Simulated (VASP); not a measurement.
# Ag in VASP: a series of runs, part 2 of 3

VASP 6.6.1. The steps go on from the part before.

### 3 Single point, PBEsol (strain +0.040 along x and y, +0.040 along z)

File INCAR:

```
SYSTEM = Ag
PREC     = Accurate       ! precision mode
ENCUT    = 520            ! plane-wave cutoff, eV
EDIFF    = 1E-7           ! SCF threshold, eV
ISMEAR   = 0              ! smearing method
SIGMA    = 0.15           ! smearing width, eV
LREAL    = .FALSE.        ! projectors in reciprocal space
LASPH    = .TRUE.         ! aspherical terms in the spheres
NELM     = 60             ! most SCF steps
ALGO     = Normal         ! electronic algorithm
ISIF     = 2              ! what is computed and relaxed
LWAVE    = .FALSE.        ! write WAVECAR
LCHARG   = .FALSE.        ! write CHGCAR
GGA      = PS             ! functional
NBANDS   = 12             ! bands
```

File KPOINTS:

```
regular mesh
0
G
  20 20 20
  0 0 0
```

File POSCAR:

```
Ag
1.0
    0.0000000000      2.1248240000      2.1248240000
    2.1248240000      0.0000000000      2.1248240000
    2.1248240000      2.1248240000      0.0000000000
Ag
1
Direct
    0.0000000000      0.0000000000      0.0000000000
```

Potentials or basis: VASP PAW PBE potentials, release 64 (Ag).

Launch:

```bash
$ cat potpaw_PBE.64/Ag/POTCAR > POTCAR
$ mpirun -np 1 vasp_std > vasp.out
```

OUTCAR:

```text
SYSTEM = Ag
   PREC = Accurate
   ENCUT = 520
   EDIFF = 1E-7
   ISMEAR = 0
   LREAL = .FALSE.
   LASPH = .TRUE.
   NELM = 60
   ISIF = 2
   GGA = PS

 ion  position               nearest neighbor table
   1  0.000  0.000  0.000-

  LATTYP: Found a face centered cubic cell.
 ALAT       =     4.2496480000

  Lattice vectors:

 A1 = (   0.0000000000,   2.1248240000,   2.1248240000)
 A2 = (   2.1248240000,   0.0000000000,   2.1248240000)
 A3 = (   2.1248240000,   2.1248240000,   0.0000000000)

Analysis of symmetry for initial positions (statically):
=====================================================================
 Subroutine PRICEL returns:
 Original cell was already a primitive cell.

 Routine SETGRP: Setting up the symmetry group for a
 face centered cubic supercell.

 Subroutine GETGRP returns: Found 48 space group operations
 (whereof 48 operations were pure point group operations)
 out of a pool of 48 trial point group operations.

The static configuration has the point symmetry O_h .

Analysis of symmetry for dynamics (positions and initial velocities):
=====================================================================
 Subroutine PRICEL returns:
 Original cell was already a primitive cell.

 Routine SETGRP: Setting up the symmetry group for a
 face centered cubic supercell.

 Subroutine GETGRP returns: Found 48 space group operations
 (whereof 48 operations were pure point group operations)
 out of a pool of 48 trial point group operations.

The dynamic configuration has the point symmetry O_h .

 Subroutine INISYM returns: Found 48 space group operations
 (whereof 48 operations are pure point group operations),
 and found     1 'primitive' translations

----------------------------------------------------------------------------------------

                                     Primitive cell

  volume of cell :      19.1866

  direct lattice vectors                    reciprocal lattice vectors
     0.000000000  2.124824000  2.124824000    -0.235313607  0.235313607  0.235313607
     2.124824000  0.000000000  2.124824000     0.235313607 -0.235313607  0.235313607
     2.124824000  2.124824000  0.000000000     0.235313607  0.235313607 -0.235313607

  length of vectors
     3.004954918  3.004954918  3.004954918     0.407575123  0.407575123  0.407575123

  position of ions in fractional coordinates (direct lattice)
     0.000000000  0.000000000  0.000000000

  ion indices of the primitive-cell ions
   primitive index   ion index
                 1           1

----------------------------------------------------------------------------------------

 KPOINTS: regular mesh

Automatic generation of k-mesh.
 Grid dimensions read from file:
 generate k-points for:   20   20   20

 Generating k-lattice:

  Cartesian coordinates                     Fractional coordinates (reciprocal lattice)
    -0.011765680  0.011765680  0.011765680     0.050000000  0.000000000  0.000000000
     0.011765680 -0.011765680  0.011765680     0.000000000  0.050000000  0.000000000
     0.011765680  0.011765680 -0.011765680     0.000000000  0.000000000  0.050000000

  Length of vectors
     0.020378756  0.020378756  0.020378756

  Shift w.r.t. Gamma in fractional coordinates (k-lattice)
     0.000000000  0.000000000  0.000000000

 Subroutine IBZKPT returns following result:
 ===========================================

 Found    256 irreducible k-points:

 Following reciprocal coordinates:
            Coordinates               Weight
  0.000000  0.000000  0.000000      1.000000
  0.050000  0.000000  0.000000      8.000000
  0.100000  0.000000  0.000000      8.000000
  0.150000  0.000000  0.000000      8.000000
  0.200000  0.000000  0.000000      8.000000
  0.250000  0.000000  0.000000      8.000000
[... 16 lines left out ...]
 -0.400000  0.050000  0.000000     24.000000
 -0.350000  0.050000  0.000000     24.000000
 [... further k-points ...]
   k-points           NKPTS =    256   k-points in BZ     NKDIM =    256   number of bands    NBANDS=     12
   number of dos      NEDOS =    301   number of ions     NIONS =      1
   total plane-waves  NPLWV =  13824
   dimension x,y,z NGX =    24 NGY =   24 NGZ =   24
   dimension x,y,z NGXF=    48 NGYF=   48 NGZF=   48
   ions per type =               1
   NGX,Y,Z   is equivalent  to a cutoff of  13.28, 13.28, 13.28 a.u.
   NGXF,Y,Z  is equivalent  to a cutoff of  26.56, 26.56, 26.56 a.u.
 SYSTEM =  Ag
   PREC   = accura    normal or accurate (medium, high low for compatibility)
   ISTART =      0    job   : 0-new  1-cont  2-samecut
   ICHARG =      2    charge: 1-file 2-atom 10-const
   ISPIN  =      1    spin polarized calculation?
   LNONCOLLINEAR =      F non collinear calculations
   LSORBIT =      F    spin-orbit coupling
   LASPH  =      T    aspherical Exc in radial PAW
   ENCUT  =  520.0 eV  38.22 Ry    6.18 a.u.   5.59  5.59  5.59*2*pi/ulx,y,z
   NELM   =     60;   NELMIN=  2; NELMDL= -5     # of ELM steps
   EDIFF  = 0.1E-06   stopping-criterion for ELM
   LREAL  =      F    real-space projection
   EDIFFG = 0.1E-05   stopping-criterion for IOM
   NSW    =      0    number of steps for IOM
   IBRION =     -1    ionic relax: 0-MD 1-quasi-New 2-CG
   NFREE  =      0    steps in history (QN), initial steepest desc. (CG)
   ISIF   =      2    stress and relaxation
   ISYM   =      2    0-nonsym 1-usesym 2-fastsym
   POTIM  = 0.5000    time-step for ionic-motion
   TEBEG  =    0.0;   TEEND  =   0.0 temperature during run
   PSTRESS=    0.0 pullay stress
   NELECT =      11.0000    total number of electrons
   NUPDOWN=      -1.0000    fix difference up-down
   EMIN   =  10.00;   EMAX   =-10.00  energy-range for DOS
   EFERMI =   0.00;   METHOD = LEGACY
   ISMEAR =     0;   SIGMA  =   0.15  broadening in eV -4-tet -1-fermi 0-gaus
   EFERMI_NEDOS =   21; number of points for ismear=-14 and -15
   IALGO  =     38    algorithm
   IMIX   =      4    mixing-type and parameters
     AMIX     =   0.40;   BMIX     =  1.00
     AMIX_MAG =   1.60;   BMIX_MAG =  1.00
  volume/ion in A,a.u.               =      19.19       129.48
  Fermi-wavevector in a.u.,A,eV,Ry     =   1.360002  2.570030 25.165396  1.849604
  Thomas-Fermi vector in A             =   2.486701
   LORBIT       =      0    0 simple, 1 ext, 2 COOP (PROOUT), +10 PAW based schemes
   GGA     = PS    functional components
   LHFCALC =     F    Hartree Fock is set to
   AEXX    =    0.0000 exact exchange contribution
   IVDW    =     0    specifies the selected vdW correction
   LEPSILON=     F    determine dielectric tensor
   LRPA    =     F    only Hartree local field effects (RPA)
 non-spin polarized calculation
 Gauss-broadening in eV      SIGMA  =   0.15
  energy-cutoff  :      520.00
  volume of cell :       19.19
 maximum number of plane-waves:       534
   NGX = 11   NGY = 11   NGZ = 11

 number of electron      11.0000001 magnetization

 Free energy of the ion-electron system (eV)
  ---------------------------------------------------
  ext. energy  EPLUGINS =         0.00000000
  ---------------------------------------------------
  free energy    TOTEN  =        -3.20795561 eV

  energy without entropy =       -3.20538070  energy(sigma->0) =       -3.20666815

 E-fermi :   6.6861     XC(G=0): -11.7215

 val. band max:        6.6683260503   @ k =   0.5000   0.3000   0.1000
 cond. band min:       6.7829726802   @ k =   0.5000   0.2000   0.0500
 fundamental gap:      0.1146466299
 Fermi energy:         6.6860795466

 k-point     1 :       0.0000    0.0000    0.0000
  band No.  band energies     occupation
      1      -0.3008      2.00000
      2       2.3206      2.00000
      3       2.3206      2.00000
      4       2.3206      2.00000
      5       3.1682      2.00000
      6       3.1682      2.00000
      7      22.3805      0.00000
      8      25.2580      0.00000
      9      25.2580      0.00000
     10      25.2580      0.00000
     11      29.8170      0.00000
     12      30.2741      0.00000
[... 331 lines left out ...]
 k-point    24 :      -0.3500    0.0500    0.0000
  band No.  band energies     occupation
      1       1.1129      2.00000
      2       2.3705      2.00000
      3       2.4038      2.00000
      4       3.4752      2.00000
      5       3.5348      2.00000
      6       4.5836      2.00000
      7      12.8157      0.00000
      8      21.7217      0.00000
      9      23.0557      0.00000
     10      24.4062      0.00000
     11      27.8502      0.00000
     12      28.2434      0.00000

 [... further k-points ...]

------------------------ aborting loop because EDIFF is reached ----------------------------------------

  FORCE on cell =-STRESS in cart. coord.  units (eV):
  Direction    XX          YY          ZZ          XY          YZ          ZX
  --------------------------------------------------------------------------------------
  -------------------------------------------------------------------------------------
  Total       -1.3528279     -1.3528279     -1.3528279     -0.0000000     -0.0000000     -0.0000000
  in kB     -112.9676930   -112.9676930   -112.9676930     -0.0000000     -0.0000000     -0.0000000
  external PRESSURE =    -112.9676930 kB  Pullay stress =       0.0000000 kB

 VOLUME and BASIS-vectors are now :
 -----------------------------------------------------------------------------
  energy-cutoff  :      520.00
  volume of cell :       19.19
      direct lattice vectors                 reciprocal lattice vectors
     0.000000000  2.124824000  2.124824000    -0.235313607  0.235313607  0.235313607
     2.124824000  0.000000000  2.124824000     0.235313607 -0.235313607  0.235313607
     2.124824000  2.124824000  0.000000000     0.235313607  0.235313607 -0.235313607

 POSITION                                       TOTAL-FORCE (eV/Angst)
 -----------------------------------------------------------------------------------
      0.00000      0.00000      0.00000        -0.000000      0.000000      0.000000
 -----------------------------------------------------------------------------------
    total drift:                               -0.000000      0.000000     -0.000000

  FREE ENERGIE OF THE ION-ELECTRON SYSTEM (eV)
  ---------------------------------------------------
  free  energy   TOTEN  =        -3.2079556063 eV

  energy  without entropy=       -3.2053806962  energy(sigma->0) =       -3.20666815
```

Run time: 46 s. Hardware: 1 thread of Intel Xeon Platinum 8375C at 2.90GHz (Ice Lake), shared host; peak memory 0.17 GiB.

Results:

| Item | Value |
| --- | --- |
| Free energy | -3.2080 eV |
| Pressure | -11.3 GPa |
| Band gap on the k mesh | zero (an odd number of electrons rules out a gap without spin polarisation) |

Caveat: the cell differs from its parent crystal (strain +0.040 along x and y, +0.040 along z); the cell stands under tension; the PAW data sets were made with another functional, which shifts forces and pressure a little.

(Part 2 of 3 ends here.)
